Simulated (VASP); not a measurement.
Write the native input for VASP 6.6.1 that does the following.

- Task: single point
- Functional: PBE
- Dispersion: D4
- Potentials or basis: VASP PAW PBE potentials, release 64 (Ba_sv, Ti_sv, O)
- Cutoff: 600 eV
- k mesh: 6 × 6 × 6
- Occupations: gaussian, width 0.01 eV
- Spin: no spin polarisation
- Dipole correction: no
- Further INCAR settings: ALGO = Normal; EDIFF = 1e-06; NBANDS = 28

The structure of BaTiO3 lies in POSCAR:

```
BaTiO3
1.0
    4.1537875817      0.0000000000      0.0000000000
    0.0000000000      4.1537875817      0.0000000000
    0.0000000000      0.0000000000      4.1726882602
Ba Ti O
1 1 3
Direct
    0.0000000000      0.0000000000      0.0000000000
    0.5000000000      0.5000000000      0.4900000000
    0.5000000000      0.5000000000      0.0190000000
    0.5000000000      0.0000000000      0.5170000000
    0.0000000000      0.5000000000      0.5170000000
```

The input as run:

INCAR

```
SYSTEM = BaTiO3
  PREC = Accurate
  ENCUT = 600
  EDIFF = 1E-6
  ISMEAR = 0
  SIGMA = 0.01
  LREAL = .FALSE.
  LASPH = .TRUE.
  NELM = 120
  ALGO = Normal
  ISIF = 2
  LWAVE = .FALSE.
  LCHARG = .TRUE.
  GGA = PE
  IVDW = 13
  LELF = .TRUE.
  LVHAR = .TRUE.
  NBANDS = 28
  GGA_COMPAT = .FALSE.
```

KPOINTS

```
Automatic mesh
0
G
  6 6 6
  0 0 0
```

Potentials or basis: VASP PAW PBE potentials, release 64 (Ba_sv, Ti_sv, O).

Run with:

```sh
$ cat potpaw_PBE.64/Ba_sv/POTCAR potpaw_PBE.64/Ti_sv/POTCAR potpaw_PBE.64/O/POTCAR > POTCAR
$ mpirun -np 1 vasp_std > vasp.out
```

Results of the run:

* Pressure: -13.9 GPa
* Largest force: 0.903 eV/Å
* Band gap on the k mesh: 1.54 eV (least direct gap 1.89 eV)
* Dispersion energy per atom: -0.191 eV

Caveat: the cell stands under tension; spin-orbit coupling is left out, which moves the levels of the heavy elements.

Wall time 78 s on 1 thread of Intel(R) Xeon(R) Platinum 8488C (Sapphire Rapids), on a shared host, peak memory 0.26 GiB.
